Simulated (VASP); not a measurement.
A run of VASP 6.6.1 is set up as follows.

INCAR

```
SYSTEM = ZnSe
PREC     = Accurate       ! precision mode
ENCUT    = 600            ! plane-wave cutoff, eV
EDIFF    = 1E-6           ! SCF threshold, eV
ISMEAR   = -1             ! smearing method
SIGMA    = 0.08           ! smearing width, eV
LREAL    = .FALSE.        ! projectors in reciprocal space
LASPH    = .TRUE.         ! aspherical terms in the spheres
NELM     = 100            ! most SCF steps
ALGO     = Normal         ! electronic algorithm
ISIF     = 3              ! what is computed and relaxed
LWAVE    = .FALSE.        ! write WAVECAR
LCHARG   = .FALSE.        ! write CHGCAR
GGA      = PE             ! functional
IBRION   = 2              ! ionic algorithm
NSW      = 60             ! ionic steps
EDIFFG   = -0.005         ! ionic threshold
PSTRESS  = 0.42999999999999994
```

The input KPOINTS:

```
Automatic mesh
0
G
  10 10 6
  0 0 0
```

File POSCAR:

```
ZnSe
1.0
    3.8618629699      0.0000000000      0.0000000000
   -1.9309314850      3.3444714379      0.0000000000
    0.0000000000      0.0000000000      5.9858876033
Zn Se
2 2
Direct
    0.0000000000      0.0000000000      0.0000000000
    0.0000000000      0.0000000000      0.5000000000
    0.3333333333      0.6666666667      0.2500000000
    0.6666666667      0.3333333333      0.7500000000
```

Potentials or basis: VASP PAW PBE potentials, release 64 (Zn, Se).

Run with:

```console
$ cat potpaw_PBE.64/Zn/POTCAR potpaw_PBE.64/Se/POTCAR > POTCAR
$ mpirun -np 1 vasp_std > vasp.out
```

Problem. Predict the relaxed cell.

Solution. a = 3.822 Å, b = 3.822 Å, c = 6.184 Å, α = 90.00°, β = 90.00°, γ = 120.00°.

Problem. Predict the space group after relaxing (to 0.1 Å).

Solution. P6_3/mmc (No. 194).

Final structure:
```
CELL_PARAMETERS angstrom
3.82199 0.00000 0.00000
-1.91100 3.30994 0.00000
0.00000 0.00000 6.18383
ATOMIC_POSITIONS crystal
Zn 0.00000 0.00000 0.00000
Zn 0.00000 0.00000 0.50000
Se 0.33333 0.66667 0.25000
Se 0.66667 0.33333 0.75000
```

Caveat: the cell is relaxed towards a set pressure, so the run minimises the enthalpy, not the energy.
